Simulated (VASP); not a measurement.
A run of VASP 6.6.1:

File INCAR:

```
PREC = Accurate
ENCUT = 520
EDIFF = 1E-7
ISMEAR = -1
SIGMA = 0.05
LREAL = False
LASPH = True
NELM = 80
ALGO = Normal
ISIF = 2
LWAVE = False
LCHARG = True
GGA = PS
LELF = True
LVHAR = True
NBANDS = 36
```

KPOINTS

```
regular mesh
0
Gamma
  10 10 3
```

Contents of POSCAR:

```
ScTaN
1.0
    3.0532303949      0.0000000000      0.0000000000
   -1.5266151975      2.6441750856      0.0000000000
    0.0000000000      0.0000000000     10.2113989312
Ta Sc N
2 2 2
Direct
    0.3333333333      0.6666666667      0.2457600268
    0.6666666667      0.3333333333      0.7542399732
    0.0000000000      0.0000000000      0.0000000000
    0.0000000000      0.0000000000      0.5000000000
    0.3333333333      0.6666666667      0.6298888205
    0.6666666667      0.3333333333      0.3701111795
```

Potentials or basis: VASP PAW PBE potentials, release 64 (Ta_pv, Sc_sv, N).

Launch:

```console
$ cat potpaw_PBE.64/Ta_pv/POTCAR potpaw_PBE.64/Sc_sv/POTCAR potpaw_PBE.64/N/POTCAR > POTCAR
$ mpirun -np 1 vasp_std > vasp.out
```

Hardware: 1 thread of Intel Xeon 6975P-C (shared host).

**Question.** How long does it take, and how much memory?

**Answer.** Wall time 120 s on 1 thread of Intel Xeon 6975P-C, with other jobs on the host, peak memory 0.26 GiB. Counts: scf iterations 16, k points 36.
